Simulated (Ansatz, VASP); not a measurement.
## Two plane-wave programs on ZnGaC4N4

The input INCAR:

```
ALGO = Normal ; EDIFF = 1E-7
ENCUT = 520 ; GGA = PE
ISIF = 2 ; ISMEAR = 0
LASPH = T ; LCHARG = F
LREAL = F ; LWAVE = F
NBANDS = 42 ; NELM = 60
PREC = Accurate ; SIGMA = 0.1
```

Contents of KPOINTS:

```
k-points
0
Gamma
  4 4 4
```

POSCAR

```
ZnGaC4N4
1.0
    5.8583731800      0.0000000000      0.0000000000
    0.0000000000      5.8583731800      0.0000000000
    0.0000000000      0.0000000000      5.8583731800
Zn Ga C N
1 1 4 4
Direct
    0.5000000000      0.5000000000      0.5000000000
    0.0000000000      0.0000000000      0.0000000000
    0.1868532600      0.1868532600      0.1868532600
    0.1868532600      0.8131467400      0.8131467400
    0.8131467400      0.1868532600      0.8131467400
    0.8131467400      0.8131467400      0.1868532600
    0.3021582700      0.3021582700      0.3021582700
    0.3021582700      0.6978417300      0.6978417300
    0.6978417300      0.3021582700      0.6978417300
    0.6978417300      0.6978417300      0.3021582700
```

Input for Ansatz:

```yaml
crystal:
  lattice:
    - [5.85837318, 0.0, 0.0]
    - [0.0, 5.85837318, 0.0]
    - [0.0, 0.0, 5.85837318]
  atoms:
    - { symbol: Zn, position: [0.5, 0.5, 0.5] }
    - { symbol: Ga, position: [0.0, 0.0, 0.0] }
    - { symbol: C, position: [0.18685326, 0.18685326, 0.18685326] }
    - { symbol: C, position: [0.18685326, 0.81314674, 0.81314674] }
    - { symbol: C, position: [0.81314674, 0.18685326, 0.81314674] }
    - { symbol: C, position: [0.81314674, 0.81314674, 0.18685326] }
    - { symbol: "N", position: [0.30215827, 0.30215827, 0.30215827] }
    - { symbol: "N", position: [0.30215827, 0.69784173, 0.69784173] }
    - { symbol: "N", position: [0.69784173, 0.30215827, 0.69784173] }
    - { symbol: "N", position: [0.69784173, 0.69784173, 0.30215827] }
basis:
  ecutwfc: 420
kpoints:
  mp_grid: { grid: [4, 4, 4] }
hamiltonian:
  xc: pbe
scf:
  occupations: { method: gaussian, width: 0.1 }
  lower_state_search: "off"
output:
  forces: true
  stress: true
  eigenvalues: true
```

Alike in both runs: task single point; functional PBE; k mesh 4 × 4 × 4; occupations gaussian, width 0.1 eV; no spin polarisation.

```csv
,VASP,Ansatz
version,VASP 6.6.1,Ansatz 0.2.0
potentials or method,"VASP PAW PBE potentials, release 64 (Zn, Ga_d, C, N), cutoff 520 eV","scalar-relativistic, plane waves, PAW"
valence electrons in the cell,61,61
```

|  | VASP | Ansatz | Ansatz less VASP |
| --- | --- | --- | --- |
| gap on the k mesh at the Fermi level (eV) | none | none | - |
| pressure (GPa) | 2.2 | 1.8 | -0.32 |
| rms of the force components (eV/Å) | 0.433 | 0.473 | +0.0399 |

Atom by atom the forces differ by 0.199 eV/Å (rms over components). A gap of «none» marks a metal or a gap that the smearing closes. With one functional, cell and mesh, what is left measures potentials, basis and numerics.

Noted on VASP's run: the standard files for N, O and F lose accuracy on very short bonds.
